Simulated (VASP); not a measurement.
# GaP (Cmcm) in VASP: single point with PBE

Aim: the single point of GaP with PBE.

Everything below comes from runs of VASP 6.6.1. Logs are shortened: lines on timing, memory, paths and dates and some standing lists are left out, and cuts for length are marked.

### 1 The cell of the first run

It takes space group Cmcm (No. 63, orthorhombic). Conventional cell: a = 4.675 Å, b = 4.885 Å, c = 4.470 Å, α = 90.00°, β = 90.00°, γ = 90.00°. Ga (site symmetry m2m) has 6 P at 2.34 to 2.47 Å and 2 Ga at 2.69 Å within 3.1 Å. Within 3.1 Å of P (site symmetry m2m) lie 6 Ga at 2.34 to 2.47 Å and 2 P at 2.72 Å.

### 2 Single point, PBE

The input, INCAR:

```
ALGO = Normal
EDIFF = 1E-6
ENCUT = 500
GGA = PE
GGA_COMPAT = False
ISIF = 2
ISMEAR = 0
LASPH = True
LCHARG = True
LELF = True
LREAL = False
LVHAR = True
LWAVE = False
NBANDS = 26
NELM = 120
PREC = Accurate
SIGMA = 0.1
```

The input, KPOINTS:

```
k-points
0
Gamma
  14 14 12
```

The input, POSCAR:

```
GaP
1.0
    2.3373534207     -2.4425928777      0.0000000000
    2.3373534207      2.4425928777      0.0000000000
    0.0000000000      0.0000000000      4.4696774661
Ga P
2 2
Direct
    0.3469702174      0.6530297826      0.2500000000
    0.6530297826      0.3469702174      0.7500000000
    0.8417560249      0.1582439751      0.2500000000
    0.1582439751      0.8417560249      0.7500000000
```

Potentials or basis: VASP PAW PBE potentials, release 64 (Ga_d, P).

On the command line:

```console
$ cat potpaw_PBE.64/Ga_d/POTCAR potpaw_PBE.64/P/POTCAR > POTCAR
$ mpirun -np 1 vasp_std > vasp.out
```

OUTCAR:

```text
EDIFF = 1E-6
   ENCUT = 500
   GGA = PE
   ISIF = 2
   ISMEAR = 0
   LASPH = True
   LREAL = False
   NELM = 120
   PREC = Accurate

 ion  position               nearest neighbor table
   1  0.347  0.653  0.250-   3 2.34   3 2.34   3 2.42   4 2.42   4 2.42   3 2.47   2 2.69   2 2.69

   2  0.653  0.347  0.750-   4 2.34   4 2.34   4 2.42   3 2.42   3 2.42   4 2.47   1 2.69   1 2.69

   3  0.842  0.158  0.250-   1 2.34   1 2.34   1 2.42   2 2.42   2 2.42   1 2.47   4 2.72   4 2.72

   4  0.158  0.842  0.750-   2 2.34   2 2.34   2 2.42   1 2.42   1 2.42   2 2.47   3 2.72   3 2.72

  LATTYP: Found a base centered orthorhombic cell.
 ALAT       =     4.6747068414
 B/A-ratio  =     1.0450250510
 C/A-ratio  =     0.9561406988

  Lattice vectors:

 A1 = (   2.3373534207,  -2.4425928777,   0.0000000000)
 A2 = (   2.3373534207,   2.4425928777,   0.0000000000)
 A3 = (   0.0000000000,   0.0000000000,   4.4696774661)

Analysis of symmetry for initial positions (statically):
=====================================================================
 Subroutine PRICEL returns:
 Original cell was already a primitive cell.

 Routine SETGRP: Setting up the symmetry group for a
 base centered orthorhombic supercell.

 Subroutine GETGRP returns: Found  8 space group operations
 (whereof  4 operations were pure point group operations)
 out of a pool of  8 trial point group operations.

The static configuration has the point symmetry C_2h.
 The point group associated with its full space group is D_2h.

Analysis of symmetry for dynamics (positions and initial velocities):
=====================================================================
 Subroutine PRICEL returns:
 Original cell was already a primitive cell.

 Routine SETGRP: Setting up the symmetry group for a
 base centered orthorhombic supercell.

 Subroutine GETGRP returns: Found  8 space group operations
 (whereof  4 operations were pure point group operations)
 out of a pool of  8 trial point group operations.

The dynamic configuration has the point symmetry C_2h.
 The point group associated with its full space group is D_2h.

 Subroutine INISYM returns: Found  8 space group operations
 (whereof  4 operations are pure point group operations),
 and found     1 'primitive' translations

[... 89 lines left out ...]
   PREC   = accura    normal or accurate (medium, high low for compatibility)
   ISTART =      0    job   : 0-new  1-cont  2-samecut
   ICHARG =      2    charge: 1-file 2-atom 10-const
   ISPIN  =      1    spin polarized calculation?
   LNONCOLLINEAR =      F non collinear calculations
   LSORBIT =      F    spin-orbit coupling
   LASPH  =      T    aspherical Exc in radial PAW
   ENCUT  =  500.0 eV  36.75 Ry    6.06 a.u.   6.16  6.16  8.15*2*pi/ulx,y,z
   NELM   =    120;   NELMIN=  2; NELMDL= -5     # of ELM steps
   EDIFF  = 0.1E-05   stopping-criterion for ELM
   LREAL  =      F    real-space projection
   EDIFFG = 0.1E-04   stopping-criterion for IOM
   NSW    =      0    number of steps for IOM
   IBRION =     -1    ionic relax: 0-MD 1-quasi-New 2-CG
   NFREE  =      0    steps in history (QN), initial steepest desc. (CG)
   ISIF   =      2    stress and relaxation
   ISYM   =      2    0-nonsym 1-usesym 2-fastsym
   POTIM  = 0.5000    time-step for ionic-motion
   TEBEG  =    0.0;   TEEND  =   0.0 temperature during run
   PSTRESS=    0.0 pullay stress
   NELECT =      36.0000    total number of electrons
   NUPDOWN=      -1.0000    fix difference up-down
   EMIN   =  10.00;   EMAX   =-10.00  energy-range for DOS
   EFERMI =   0.00;   METHOD = LEGACY
   ISMEAR =     0;   SIGMA  =   0.10  broadening in eV -4-tet -1-fermi 0-gaus
   EFERMI_NEDOS =   21; number of points for ismear=-14 and -15
   IALGO  =     38    algorithm
   IMIX   =      4    mixing-type and parameters
     AMIX     =   0.40;   BMIX     =  1.00
     AMIX_MAG =   1.60;   BMIX_MAG =  1.00
  volume/ion in A,a.u.               =      12.76        86.10
  Fermi-wavevector in a.u.,A,eV,Ry     =   1.457298  2.753894 28.894941  2.123718
  Thomas-Fermi vector in A             =   2.574116
   LORBIT       =      0    0 simple, 1 ext, 2 COOP (PROOUT), +10 PAW based schemes
   GGA     = PE    functional components
   LHFCALC =     F    Hartree Fock is set to
   AEXX    =    0.0000 exact exchange contribution
   IVDW    =     0    specifies the selected vdW correction
   LEPSILON=     F    determine dielectric tensor
   LRPA    =     F    only Hartree local field effects (RPA)
 non-spin polarized calculation
 Gauss-broadening in eV      SIGMA  =   0.10
  energy-cutoff  :      500.00
  volume of cell :       51.04
 maximum number of plane-waves:      1316
 NGX is ok and might be reduce to    28
   NGX = 13   NGY = 13   NGZ = 17

 number of electron      35.9999985 magnetization

 Free energy of the ion-electron system (eV)
  ---------------------------------------------------
  ext. energy  EPLUGINS =         0.00000000
  ---------------------------------------------------
  free energy    TOTEN  =       -14.71198521 eV

  energy without entropy =      -14.70600092  energy(sigma->0) =      -14.70899307

 E-fermi :  10.7300     XC(G=0): -12.4904

 val. band max:       10.7289219418   @ k =  -0.2143   0.1429   0.5000
 cond. band min:      10.7314438236   @ k =   0.5000  -0.0000   0.5000
 fundamental gap:      0.0025218819
 Fermi energy:        10.7299690602

 k-point     1 :       0.0000    0.0000    0.0000
  band No.  band energies     occupation
      1      -5.7198      2.00000
      2      -5.1666      2.00000
      3      -4.8587      2.00000
      4      -4.8201      2.00000
      5      -4.7962      2.00000
      6      -4.7418      2.00000
[... 685 lines left out ...]
     25      19.7518      0.00000
     26      20.1688      0.00000

 [... further k-points ...]
[... 5 lines left out ...]
  --------------------------------------------------------------------------------------
  -------------------------------------------------------------------------------------
  Total       13.6186894     13.6218976     13.6353438      0.0000000      0.0000000      0.0000000
  in kB      427.5276877    427.6284010    428.0505124      0.0000000      0.0000000      0.0000000
  external PRESSURE =     427.7355337 kB  Pullay stress =       0.0000000 kB

 VOLUME and BASIS-vectors are now :
 -----------------------------------------------------------------------------
  energy-cutoff  :      500.00
  volume of cell :       51.04
      direct lattice vectors                 reciprocal lattice vectors
     2.337353421 -2.442592878  0.000000000     0.213917158 -0.204700507  0.000000000
     2.337353421  2.442592878  0.000000000     0.213917158  0.204700507  0.000000000
     0.000000000  0.000000000  4.469677466     0.000000000  0.000000000  0.223729790

 POSITION                                       TOTAL-FORCE (eV/Angst)
 -----------------------------------------------------------------------------------
      2.33735      0.74758      1.11742         0.000000     -0.000663     -0.000000
      2.33735     -0.74758      3.35226         0.000000      0.000663     -0.000000
      2.33735     -1.66954      1.11742         0.000000     -0.001490      0.000000
      2.33735      1.66954      3.35226         0.000000      0.001490      0.000000
 -----------------------------------------------------------------------------------
    total drift:                                0.000000      0.000000      0.000000

  FREE ENERGIE OF THE ION-ELECTRON SYSTEM (eV)
  ---------------------------------------------------
  free  energy   TOTEN  =       -14.7119852118 eV

  energy  without entropy=      -14.7060009250  energy(sigma->0) =      -14.70899307
```

OSZICAR:

```text
N       E                     dE             d eps       ncg     rms          rms(c)
DAV:   1     0.232540482010E+03    0.23254E+03   -0.16729E+04 22320   0.234E+03
DAV:   2     0.984116391957E+01   -0.22270E+03   -0.21404E+03 22092   0.446E+02
DAV:   3    -0.143625827781E+02   -0.24204E+02   -0.23737E+02 25070   0.116E+02
DAV:   4    -0.150351454542E+02   -0.67256E+00   -0.66804E+00 24942   0.193E+01
DAV:   5    -0.150512608636E+02   -0.16115E-01   -0.16098E-01 27264   0.299E+00    0.798E+00
DAV:   6    -0.147454159432E+02    0.30584E+00   -0.59735E-01 32630   0.173E+01    0.477E+00
DAV:   7    -0.147148269451E+02    0.30589E-01   -0.20106E-01 31872   0.391E+00    0.140E+00
DAV:   8    -0.147122497365E+02    0.25772E-02   -0.27873E-02 28758   0.246E+00    0.320E-01
DAV:   9    -0.147120248634E+02    0.22487E-03   -0.25556E-03 30430   0.812E-01    0.153E-01
DAV:  10    -0.147119789334E+02    0.45930E-04   -0.29544E-04 26078   0.129E-01    0.396E-02
DAV:  11    -0.147119877927E+02   -0.88594E-05   -0.42616E-05 29660   0.744E-02    0.166E-02
DAV:  12    -0.147119851405E+02    0.26522E-05   -0.74985E-06 27500   0.398E-02    0.559E-03
DAV:  13    -0.147119852118E+02   -0.71315E-07   -0.72799E-07 13292   0.590E-03
   1 F= -.14711985E+02 E0= -.14708993E+02  d E =-.598429E-02
```

stdout:

```text
POSCAR found type information on POSCAR GaP
 POSCAR found :  2 types and       4 ions
 scaLAPACK will be used
 LDA part: xc-table for (Slater+PW92), standard interpolation
 POSCAR, INCAR and KPOINTS ok, starting setup
 FFT: planning ... GRIDC
 FFT: planning ... GRID_SOFT
 FFT: planning ... GRID
 WAVECAR not read
 entering main loop
```

Wall time 10 min (1 thread of Oxide Virtual Turin-like, shared host); peak memory 0.46 GiB.

What came out:

| Item | Value |
| --- | --- |
| Free energy | -14.7120 eV |
| Pressure | 42.8 GPa |
| Band gap on the k mesh | zero (bands 18 and 19 overlap by 4.07 eV) |

Levels at points of the mesh, in eV from the Fermi level:
```
           k point  band 15  band 16  band 17  band 18  band 19  band 20  band 21  band 22
(0.00, 0.00, 0.00)    -4.14    -3.82    -2.36     0.80     1.69     3.10     3.77     4.14
(0.50, 0.00, 0.00)    -5.40    -4.58    -1.66    -0.44     0.00     1.35     5.18     6.16
(0.50, 0.50, 0.00)    -4.28    -4.16    -3.47    -3.17    -3.03    -1.41     0.13     2.29
(0.00, 0.00, 0.50)    -2.89    -2.89    -2.08    -2.08     0.83     0.83     2.76     2.76
(0.50, 0.00, 0.50)    -0.89    -0.89     0.00     0.00     2.67     2.67     2.90     2.90
(0.50, 0.50, 0.50)    -6.68    -6.68    -6.65    -6.65     3.35     3.35     6.45     6.45
```

Caveat: the cell stands under pressure.
